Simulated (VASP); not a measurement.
A run of VASP 6.6.1:

Contents of INCAR:

```
SYSTEM = AgCl
  ALGO = Normal
  EDIFF = 1E-6
  ENCUT = 520
  GGA_COMPAT = .False.
  ISIF = 2
  ISMEAR = 0
  LASPH = .True.
  LCHARG = .False.
  LMAXMIX = 4
  LNONCOLLINEAR = .True.
  LORBIT = 11
  LORBMOM = .True.
  LREAL = .False.
  LSORBIT = .True.
  LWAVE = .False.
  MAGMOM = 0 0 0 0 0 0
  NBANDS = 30
  NELM = 150
  PREC = Accurate
  SIGMA = 0.01
```

The input KPOINTS:

```
k-points
0
Gamma
  8 8 8
  0 0 0
```

Contents of POSCAR:

```
AgCl
1.0
    0.0000000000      2.6636778605      2.6636778605
    2.6636778605      0.0000000000      2.6636778605
    2.6636778605      2.6636778605      0.0000000000
Ag Cl
1 1
Direct
    0.0000000000      0.0000000000      0.0000000000
    0.5000000000      0.5000000000      0.5000000000
```

Potentials or basis: VASP PAW LDA potentials, release 64 (Ag, Cl).

Run with:

```sh
$ cat potpaw_LDA.64/Ag/POTCAR potpaw_LDA.64/Cl/POTCAR > POTCAR
$ mpirun -np 1 vasp_ncl > vasp.out
```

Hardware: 1 thread of Intel Xeon 8259CL (shared host).

Problem. Estimate the wall time of this run.

Solution. Wall time 100 s on 1 thread of Intel Xeon 8259CL, on a shared host, peak memory 0.23 GiB. Counts: scf iterations 12, k points 29.
